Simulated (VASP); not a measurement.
# Lu2SiF2 (I4/mmm) in VASP: notebook

The runs below take Lu2SiF2 through single point, relaxation of cell and atoms, with PBE.

Program: VASP 6.6.1. These are calculated values, not measurements. Logs are shortened: lines on timing, memory, paths and dates and some standing lists are left out, and cuts for length are marked.

## 1. The cell of the first run

The structure is tetragonal, space group I4/mmm (No. 139). The conventional cell has a = 4.062 Å, b = 4.062 Å, c = 9.995 Å, α = 90.00°, β = 90.00°, γ = 90.00°. Lu (site symmetry -4m2) has 4 F at 2.27 Å and 4 Lu at 2.87 Å within 3.0 Å. Si (site symmetry 4/mmm) has 8 Lu at 3.22 Å and 10 F at 3.23 to 3.51 Å and 4 Si at 4.06 Å within 4.2 Å. Within 3.0 Å of F (site symmetry 4mm) lie 4 Lu at 2.27 Å and 1 F at 2.97 Å.

The cell was built from a structure type or drawn by symmetry, and may not be a known phase.

## 2. Single point, PBE

Input file INCAR:

```
PREC = Accurate
ENCUT = 600
EDIFF = 1E-6
ISMEAR = 0
SIGMA = 0.1
LREAL = False
LASPH = True
NELM = 120
ALGO = Normal
ISIF = 2
LWAVE = False
LCHARG = True
GGA = PE
LELF = True
LVHAR = True
NBANDS = 42
GGA_COMPAT = False
```

Input file KPOINTS:

```
Automatic mesh
0
Gamma
  6 6 6
```

Input file POSCAR:

```
Lu2SiF2
1.0
   -2.0307575600      2.0307575600      4.9976257800
    2.0307575600     -2.0307575600      4.9976257800
    2.0307575600      2.0307575600     -4.9976257800
Lu Si F
2 1 2
Direct
    0.2500000000      0.7500000000      0.5000000000
    0.7500000000      0.2500000000      0.5000000000
    0.0000000000      0.0000000000      0.0000000000
    0.6487585900      0.6487585900      0.0000000000
    0.3512414100      0.3512414100      0.0000000000
```

Potentials or basis: VASP PAW PBE potentials, release 64 (Lu, Si, F).

On the command line:

```sh
> cat potpaw_PBE.64/Lu/POTCAR potpaw_PBE.64/Si/POTCAR potpaw_PBE.64/F/POTCAR > POTCAR
> mpirun -np 1 vasp_std > vasp.out
```

OUTCAR:

```text
PREC = Accurate
   ENCUT = 600
   EDIFF = 1E-6
   ISMEAR = 0
   LREAL = False
   LASPH = True
   NELM = 120
   ISIF = 2
   GGA = PE

 ion  position               nearest neighbor table
   1  0.250  0.750  0.500-   5 2.27   4 2.27   5 2.27   4 2.27   2 2.87   2 2.87   2 2.87   2 2.87
                             3 3.22   3 3.22   3 3.22   3 3.22
   2  0.750  0.250  0.500-   5 2.27   4 2.27   5 2.27   4 2.27   1 2.87   1 2.87   1 2.87   1 2.87
                             3 3.22   3 3.22   3 3.22   3 3.22
   3  0.000  0.000  0.000-   2 3.22   1 3.22   1 3.22   2 3.22   1 3.22   2 3.22   2 3.22   1 3.22

   4  0.649  0.649  0.000-   1 2.27   2 2.27   1 2.27   2 2.27
   5  0.351  0.351  0.000-   1 2.27   2 2.27   1 2.27   2 2.27

  LATTYP: Found a body centered tetragonal cell.
 ALAT       =     4.0615151200
 C/A-ratio  =     2.4609662317

  Lattice vectors:

 A1 = (  -2.0307575600,   2.0307575600,   4.9976257800)
 A2 = (   2.0307575600,  -2.0307575600,   4.9976257800)
 A3 = (   2.0307575600,   2.0307575600,  -4.9976257800)

Analysis of symmetry for initial positions (statically):
=====================================================================
 Subroutine PRICEL returns:
 Original cell was already a primitive cell.

 Routine SETGRP: Setting up the symmetry group for a
 body centered tetragonal supercell.

 Subroutine GETGRP returns: Found 16 space group operations
 (whereof 16 operations were pure point group operations)
 out of a pool of 16 trial point group operations.

The static configuration has the point symmetry D_4h.

Analysis of symmetry for dynamics (positions and initial velocities):
=====================================================================
 Subroutine PRICEL returns:
 Original cell was already a primitive cell.

 Routine SETGRP: Setting up the symmetry group for a
 body centered tetragonal supercell.

 Subroutine GETGRP returns: Found 16 space group operations
 (whereof 16 operations were pure point group operations)
 out of a pool of 16 trial point group operations.

The dynamic configuration has the point symmetry D_4h.

 Subroutine INISYM returns: Found 16 space group operations
 (whereof 16 operations are pure point group operations),
 and found     1 'primitive' translations

----------------------------------------------------------------------------------------

                                     Primitive cell

  volume of cell :      82.4404

  direct lattice vectors                    reciprocal lattice vectors
    -2.030757560  2.030757560  4.997625780     0.000000000  0.246213536  0.100047507
     2.030757560 -2.030757560  4.997625780     0.246213536  0.000000000  0.100047507
     2.030757560  2.030757560 -4.997625780     0.246213536  0.246213536  0.000000000

  length of vectors
     5.764045105  5.764045105  5.764045105     0.265764198  0.265764198  0.348198522

  position of ions in fractional coordinates (direct lattice)
     0.250000000  0.750000000  0.500000000
     0.750000000  0.250000000  0.500000000
     0.000000000  0.000000000  0.000000000
     0.648758590  0.648758590  0.000000000
     0.351241410  0.351241410  0.000000000

  ion indices of the primitive-cell ions
   primitive index   ion index
                 1           1
                 2           2
                 3           3
                 4           4
                 5           5

----------------------------------------------------------------------------------------

 KPOINTS: Automatic mesh

Automatic generation of k-mesh.
 Grid dimensions read from file:
 generate k-points for:    6    6    6

 Generating k-lattice:

  Cartesian coordinates                     Fractional coordinates (reciprocal lattice)
     0.000000000  0.041035589  0.016674584     0.166666667  0.000000000  0.000000000
     0.041035589  0.000000000  0.016674584     0.000000000  0.166666667  0.000000000
     0.041035589  0.041035589  0.000000000     0.000000000  0.000000000  0.166666667

  Length of vectors
     0.044294033  0.044294033  0.058033087

  Shift w.r.t. Gamma in fractional coordinates (k-lattice)
     0.000000000  0.000000000  0.000000000

 Subroutine IBZKPT returns following result:
 ===========================================

 Found     30 irreducible k-points:

 Following reciprocal coordinates:
            Coordinates               Weight
  0.000000  0.000000  0.000000      1.000000
  0.166667 -0.000000  0.000000      8.000000
  0.333333  0.000000  0.000000      8.000000
  0.500000  0.000000  0.000000      4.000000
  0.166667  0.166667  0.000000      8.000000
  0.333333  0.166667  0.000000     16.000000
[... 16 lines left out ...]
 -0.333333 -0.333333  0.166667      8.000000
 -0.166667 -0.333333  0.166667      8.000000
 [... further k-points ...]
   k-points           NKPTS =     30   k-points in BZ     NKDIM =     30   number of bands    NBANDS=     42
   number of dos      NEDOS =    301   number of ions     NIONS =      5
   total plane-waves  NPLWV = 110592
   dimension x,y,z NGX =    48 NGY =   48 NGZ =   48
   dimension x,y,z NGXF=    96 NGYF=   96 NGZF=   96
   ions per type =               2   1   2
   NGX,Y,Z   is equivalent  to a cutoff of  13.84, 13.84, 13.84 a.u.
   NGXF,Y,Z  is equivalent  to a cutoff of  27.69, 27.69, 27.69 a.u.
 SYSTEM =  unknown system
   PREC   = accura    normal or accurate (medium, high low for compatibility)
   ISTART =      0    job   : 0-new  1-cont  2-samecut
   ICHARG =      2    charge: 1-file 2-atom 10-const
   ISPIN  =      1    spin polarized calculation?
   LNONCOLLINEAR =      F non collinear calculations
   LSORBIT =      F    spin-orbit coupling
   LASPH  =      T    aspherical Exc in radial PAW
   ENCUT  =  600.0 eV  44.10 Ry    6.64 a.u.  11.51 11.51 11.51*2*pi/ulx,y,z
   NELM   =    120;   NELMIN=  2; NELMDL= -5     # of ELM steps
   EDIFF  = 0.1E-05   stopping-criterion for ELM
   LREAL  =      F    real-space projection
   EDIFFG = 0.1E-04   stopping-criterion for IOM
   NSW    =      0    number of steps for IOM
   IBRION =     -1    ionic relax: 0-MD 1-quasi-New 2-CG
   NFREE  =      0    steps in history (QN), initial steepest desc. (CG)
   ISIF   =      2    stress and relaxation
   ISYM   =      2    0-nonsym 1-usesym 2-fastsym
   POTIM  = 0.5000    time-step for ionic-motion
   TEBEG  =    0.0;   TEEND  =   0.0 temperature during run
   PSTRESS=    0.0 pullay stress
   NELECT =      68.0000    total number of electrons
   NUPDOWN=      -1.0000    fix difference up-down
   EMIN   =  10.00;   EMAX   =-10.00  energy-range for DOS
   EFERMI =   0.00;   METHOD = LEGACY
   ISMEAR =     0;   SIGMA  =   0.10  broadening in eV -4-tet -1-fermi 0-gaus
   EFERMI_NEDOS =   21; number of points for ismear=-14 and -15
   IALGO  =     38    algorithm
   IMIX   =      4    mixing-type and parameters
     AMIX     =   0.40;   BMIX     =  1.00
     AMIX_MAG =   1.60;   BMIX_MAG =  1.00
  volume/ion in A,a.u.               =      16.49       111.27
  Fermi-wavevector in a.u.,A,eV,Ry     =   1.535316  2.901327 32.071598  2.357196
  Thomas-Fermi vector in A             =   2.642122
   LORBIT       =      0    0 simple, 1 ext, 2 COOP (PROOUT), +10 PAW based schemes
   GGA     = PE    functional components
   LHFCALC =     F    Hartree Fock is set to
   AEXX    =    0.0000 exact exchange contribution
   IVDW    =     0    specifies the selected vdW correction
   LEPSILON=     F    determine dielectric tensor
   LRPA    =     F    only Hartree local field effects (RPA)
 non-spin polarized calculation
 Gauss-broadening in eV      SIGMA  =   0.10
  energy-cutoff  :      600.00
  volume of cell :       82.44
 maximum number of plane-waves:      2768
 NGX is ok and might be reduce to    48
   NGX = 23   NGY = 23   NGZ = 23

 number of electron      68.0000004 magnetization

 Free energy of the ion-electron system (eV)
  ---------------------------------------------------
  ext. energy  EPLUGINS =         0.00000000
  ---------------------------------------------------
  free energy    TOTEN  =       -24.48734193 eV

  energy without entropy =      -24.47578376  energy(sigma->0) =      -24.48156284

 E-fermi :   4.4263     XC(G=0): -11.0365

 val. band max:        4.4263258932   @ k =   0.1667   0.1667   0.0000
 cond. band min:       4.4488567542   @ k =   0.1667   0.1667   0.0000
 fundamental gap:      0.0225308610
 Fermi energy:         4.4263348133

 k-point     1 :       0.0000    0.0000    0.0000
  band No.  band energies     occupation
      1     -52.6400      2.00000
      2     -52.4271      2.00000
      3     -24.0391      2.00000
      4     -24.0391      2.00000
      5     -24.0170      2.00000
      6     -22.9758      2.00000
[... 34 lines left out ...]
     41       9.2036      0.00000
     42       9.4534      0.00000

 k-point     2 :       0.1667   -0.0000    0.0000
  band No.  band energies     occupation
      1     -52.6255      2.00000
      2     -52.4411      2.00000
      3     -24.2952      2.00000
      4     -23.9638      2.00000
      5     -23.7093      2.00000
      6     -23.3157      2.00000
[... 34 lines left out ...]
     41       9.0521      0.00000
     42       9.4820      0.00000

 k-point     3 :       0.3333    0.0000    0.0000
  band No.  band energies     occupation
      1     -52.5860      2.00000
      2     -52.4795      2.00000
      3     -24.4020      2.00000
      4     -23.8919      2.00000
      5     -23.7538      2.00000
      6     -23.4260      2.00000
[... 34 lines left out ...]
     41       8.8295      0.00000
     42       9.6495      0.00000

 k-point     4 :       0.5000    0.0000    0.0000
  band No.  band energies     occupation
      1     -52.5325      2.00000
      2     -52.5325      2.00000
      3     -24.2786      2.00000
      4     -24.2668      2.00000
      5     -23.4556      2.00000
      6     -23.4556      2.00000
[... 844 lines left out ...]
     41       9.0872      0.00000
     42       9.3969      0.00000

 k-point    23 :      -0.3333   -0.3333    0.1667
  band No.  band energies     occupation
      1     -52.6128      2.00000
      2     -52.4531      2.00000
      3     -24.5067      2.00000
      4     -23.7169      2.00000
      5     -23.7099      2.00000
      6     -23.6358      2.00000
[... 34 lines left out ...]
     41       9.0068      0.00000
     42      10.0510      0.00000

 k-point    24 :      -0.1667   -0.3333    0.1667
  band No.  band energies     occupation
      1     -52.6254      2.00000
      2     -52.4411      2.00000
      3     -24.3000      2.00000
      4     -23.9640      2.00000
      5     -23.7135      2.00000
      6     -23.3104      2.00000
[... 34 lines left out ...]
     41       9.4059      0.00000
     42      10.2602      0.00000

 [... further k-points ...]
[... 5 lines left out ...]
  --------------------------------------------------------------------------------------
  -------------------------------------------------------------------------------------
  Total       12.5384097     12.5384097    -10.1678637      0.0000000      0.0000000     -0.0000000
  in kB      243.6762239    243.6762239   -197.6061310      0.0000000      0.0000000     -0.0000000
  external PRESSURE =      96.5821056 kB  Pullay stress =       0.0000000 kB

 VOLUME and BASIS-vectors are now :
 -----------------------------------------------------------------------------
  energy-cutoff  :      600.00
  volume of cell :       82.44
      direct lattice vectors                 reciprocal lattice vectors
    -2.030757560  2.030757560  4.997625780     0.000000000  0.246213536  0.100047507
     2.030757560 -2.030757560  4.997625780     0.246213536  0.000000000  0.100047507
     2.030757560  2.030757560 -4.997625780     0.246213536  0.246213536  0.000000000

 POSITION                                       TOTAL-FORCE (eV/Angst)
 -----------------------------------------------------------------------------------
      2.03076     -0.00000      2.49881        -0.000000     -0.000000     -0.000000
     -0.00000      2.03076      2.49881        -0.000000     -0.000000     -0.000000
      0.00000      0.00000      0.00000        -0.000000     -0.000000     -0.000000
      0.00000      0.00000      6.48451         0.000000      0.000000      0.880129
      0.00000      0.00000      3.51075        -0.000000     -0.000000     -0.880129
 -----------------------------------------------------------------------------------
    total drift:                                0.000000     -0.000000      0.000000

  FREE ENERGIE OF THE ION-ELECTRON SYSTEM (eV)
  ---------------------------------------------------
  free  energy   TOTEN  =       -24.4873419268 eV

  energy  without entropy=      -24.4757837550  energy(sigma->0) =      -24.48156284
```

Wall time 6.5 min (1 thread of Intel Xeon 8259CL, shared host); peak memory 0.41 GiB.

Results:

* Free energy: -24.4873 eV
* Pressure: 9.7 GPa
* Largest force: 0.880 eV/Å
* Band gap on the k mesh: zero (bands 34 and 35 overlap by 1.06 eV)

Forces in eV/Å, atoms in the order of the input:
```
Lu   0.000  0.000  0.000
Lu   0.000  0.000  0.000
Si   0.000  0.000  0.000
F    0.000  0.000  0.880
F    0.000  0.000 -0.880
```

Stress tensor (GPa, compression positive):
```
 24.37   0.00   0.00
  0.00  24.37   0.00
  0.00   0.00 -19.76
```

Caveat: the cell stands under pressure; spin-orbit coupling is left out, which moves the levels of the heavy elements.

## 3. Single point, PBE

This run uses another cell than the first one, of 17.18 Å³/atom.

Input file INCAR:

```
  PREC = Accurate
  ENCUT = 600
  EDIFF = 1E-6
  ISMEAR = 0
  SIGMA = 0.1
  LREAL = F
  LASPH = T
  NELM = 120
  ALGO = Normal
  ISIF = 2
  LWAVE = F
  LCHARG = T
  GGA = PE
  LELF = T
  LVHAR = T
  NBANDS = 42
  GGA_COMPAT = F
```

Input file KPOINTS:

```
regular mesh
0
Gamma
  6 6 6
```

Input file POSCAR:

```
Lu2SiF2
1.0
   -2.2744034223      2.2744034223      4.1524464782
    2.2744034223     -2.2744034223      4.1524464782
    2.2744034223      2.2744034223     -4.1524464782
Lu Si F
2 1 2
Direct
    0.2500000000      0.7500000000      0.5000000000
    0.7500000000      0.2500000000      0.5000000000
    0.0000000000      0.0000000000      0.0000000000
    0.6557656285      0.6557656285      0.0000000000
    0.3442343715      0.3442343715      0.0000000000
```

Potentials or basis: VASP PAW PBE potentials, release 64 (Lu, Si, F).

On the command line:

```sh
> cat potpaw_PBE.64/Lu/POTCAR potpaw_PBE.64/Si/POTCAR potpaw_PBE.64/F/POTCAR > POTCAR
> mpirun -np 1 vasp_std > vasp.out
```

It took 6.2 min on 1 thread of Intel Xeon 8259CL, shared host; peak memory 0.34 GiB.

The run converged. Its results:

| Quantity | Value |
| --- | --- |
| Free energy | -27.2304 eV |
| Pressure | 0.4 GPa |
| Largest force | 0.017 eV/Å |
| Band gap on the k mesh | zero (bands 34 and 35 overlap by 0.86 eV) |

Forces on the atoms (eV/Å):
```
Lu   0.000  0.000  0.000
Lu   0.000  0.000  0.000
Si   0.000  0.000  0.000
F    0.000  0.000 -0.017
F    0.000  0.000  0.017
```

Stress tensor (GPa, compression positive):
```
 0.57  0.00  0.00
 0.00  0.57  0.00
 0.00  0.00 -0.02
```

Levels at points of the mesh, in eV from the Fermi level:
```csv
k point,band 32,band 33,band 34,band 35,band 36,band 37
"(0.00, 0.00, 0.00)",-0.66,-0.66,-0.55,-0.01,1.72,3.44
"(0.50, 0.00, 0.00)",-1.82,-0.61,-0.60,1.63,2.12,2.76
"(0.50, 0.50, 0.00)",-1.66,-0.83,-0.76,1.28,1.50,2.54
"(0.50, 0.50, 0.50)",-1.71,-0.33,0.39,0.39,0.90,2.30
```

Caveat: spin-orbit coupling is left out, which moves the levels of the heavy elements.

(Continued in part 2 of 2.)
